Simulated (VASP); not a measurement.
Write the native input for VASP 6.6.1 that does the following.

* Task: relaxation of cell and atoms
* Functional: PBE
* Potentials or basis: VASP PAW PBE potentials, release 64 (Rh_pv, Cl)
* Cutoff: 600 eV
* k mesh: 4 × 4 × 4
* Occupations: gaussian, width 0.1 eV
* Spin: no spin polarisation
* Dipole correction: no
* Further INCAR settings: ALGO = Normal; EDIFF = 1e-06; IBRION = 2; EDIFFG = -0.04; NSW = 90; ISIF = 3

The structure of RhCl lies in POSCAR:

```
RhCl
1.0
    3.9972552783      0.0000000000      0.0000000000
    0.0000000000      3.9972552783      0.0000000000
    0.0000000000      0.0000000000      5.0508796315
Rh Cl
2 2
Direct
    0.0000000000      0.5000000000      0.2351000000
    0.5000000000      0.0000000000      0.7649000000
    0.0000000000      0.0000000000      0.0000000000
    0.5000000000      0.5000000000      0.0000000000
```

These files were run (other wordings do the same):

INCAR

```
SYSTEM = RhCl
PREC     = Accurate       ! precision mode
ENCUT    = 600            ! plane-wave cutoff, eV
EDIFF    = 1E-6           ! SCF threshold, eV
ISMEAR   = 0              ! smearing method
SIGMA    = 0.1            ! smearing width, eV
LREAL    = .FALSE.        ! projectors in reciprocal space
LASPH    = .TRUE.         ! aspherical terms in the spheres
NELM     = 80             ! most SCF steps
ALGO     = Normal         ! electronic algorithm
ISIF     = 3              ! what is computed and relaxed
LWAVE    = .FALSE.        ! write WAVECAR
LCHARG   = .FALSE.        ! write CHGCAR
GGA      = PE             ! functional
IBRION   = 2              ! ionic algorithm
NSW      = 90             ! ionic steps
EDIFFG   = -0.04          ! ionic threshold
```

KPOINTS

```
regular mesh
0
G
  4 4 4
  0 0 0
```

Potentials or basis: VASP PAW PBE potentials, release 64 (Rh_pv, Cl).

Run with:

```sh
$ cat potpaw_PBE.64/Rh_pv/POTCAR potpaw_PBE.64/Cl/POTCAR > POTCAR
$ mpirun -np 1 vasp_std > vasp.out
```

It gave:

| Quantity | Value |
| --- | --- |
| Relaxed volume | 17.16 Å³/atom |
| Relaxed cell | a = 4.852 Å, b = 4.852 Å, c = 2.916 Å, α = 90.00°, β = 90.00°, γ = 90.00° |
| Space group after relaxing (to 0.05 Å) | P4/nmm (No. 129) |
| Energy gained by relaxing | 687.7 meV/atom |
| Ionic steps | 27 |
| Pressure after relaxing | 0.1 GPa |
| Largest force after relaxing | 0.014 eV/Å |
| Band gap on the k mesh | zero (band 22 reaches 8.87 eV, above the bottom of band 23 at 6.86 eV) |

Caveat: the k points lie up to 0.54 Å⁻¹ apart in the final cell.

Wall time 13 min on 1 thread of Oxide Virtual Turin-like Processor, on a shared host, peak memory 0.2 GiB.
